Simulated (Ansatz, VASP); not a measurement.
## KI in VASP and in Ansatz

```
CELL_PARAMETERS angstrom
4.29120 0.00000 0.00000
0.00000 4.29120 0.00000
0.00000 0.00000 4.29120
ATOMIC_POSITIONS crystal
I 0.50000 0.50000 0.50000
K 0.00000 0.00000 0.00000
```

Alike in both runs: functional PBEsol; k mesh 6 × 6 × 6; occupations fermi-dirac, width 0.1 eV; no spin polarisation.

|  | VASP | Ansatz |
| --- | --- | --- |
| version | VASP 6.6.1 | Ansatz 0.2.0 |
| potentials or method | VASP PAW PBE potentials, release 64 (I, K_sv), cutoff 520 eV | all-electron LAPW, scalar-relativistic |
| task | single point | band structure |

VASP gave:

```
gap on the k mesh at the Fermi level (eV) : 3.18
least direct gap on the mesh (eV)         : 3.55
pressure (GPa)                            : -0.6
```

**Question.** Estimate Ansatz's values.

**Answer.** gap on the k mesh at the Fermi level (eV): 3.19; least direct gap on the mesh (eV): 3.55; pressure (GPa): -0.6.

VASP's potentials were made for PBE, not for PBEsol. Ansatz ran all-electron here, and VASP with PAW potentials.

Neither program's run includes spin-orbit coupling.
